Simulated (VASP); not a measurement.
CaO:

```
Ca O
1.0
     0.00000    2.60673    2.60673
     2.58979    0.00000    2.60673
     2.58979    2.60673    0.00000
Ca O
1 1
Direct
  0.00000 0.00000 0.00000
  0.25000 0.25000 0.25000
```

This cell differs from its parent crystal: uniaxial x strain -0.7%.

Base run:

- Program: VASP 6.6.1
- Functional: PBE
- Potentials or basis: VASP PAW PBE potentials, release 64 (Ca_sv, O)
- Cutoff: 520 eV
- k mesh: 8 × 8 × 8
- Occupations: fermi-dirac, width 0.02 eV
- Spin: no spin polarisation

Its results: band gap on the k mesh 3.34 eV, indirect (least direct gap 3.98 eV); pressure 2.4 GPa.

**Question.** The run is repeated on the same cell with these changes: functional from PBE to r2SCAN; occupations from fermi-dirac, width 0.02 eV to gaussian, width 0.01 eV. What comes out?

**Answer.** Band gap on the k mesh 3.75 eV, indirect (least direct gap 4.39 eV); pressure 1.5 GPa.

Caveats: the PAW data sets were made with another functional, which shifts forces and pressure a little (some runs).

A k mesh can miss the band edges.
